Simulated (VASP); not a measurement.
Runs of VASP 6.6.1 on Rh. The structure is that of space group Fm-3m (No. 225), or close to it. The cells are those of the table. 

```tsv
task	cell	k mesh	cutoff (eV)	gap on the mesh (eV)	pressure (GPa)	relaxed volume (Å³/atom)
single point	a = 2.684 Å, angles 60.0°, 1 atom	8 × 8 × 8	500	none	(a)	-
single point	a = 2.728 Å, angles 60.0°, 1 atom	8 × 8 × 8	500	none	0.3	-
relaxation of cell and atoms	relaxed from a = 2.728 Å, angles 60.0°, 1 atom	18 × 18 × 18	600	none	0.0	(b)
single point	a = 2.725 Å, angles 60.0°, 1 atom	18 × 18 × 18	520	none	0.1	-
relaxation of cell and atoms	relaxed from a = 2.684 Å, angles 60.0°, 1 atom	8 × 8 × 8	500	none	-0.5	14.39
```

Alike in all rows: level RPBE; potentials or basis VASP PAW PBE potentials, release 64 (Rh_pv); no spin polarisation; smearing gaussian 0.1 eV.

Problem. Fill in the values left out.

Solution. (a) 13.2; (b) 14.30.

Caveats: the PAW data sets were made with another functional, which shifts forces and pressure a little.

A k mesh can miss the band edges, and the runs leave out spin-orbit coupling on Rh.

A gap of «none» marks levels without a gap at the run's occupations.
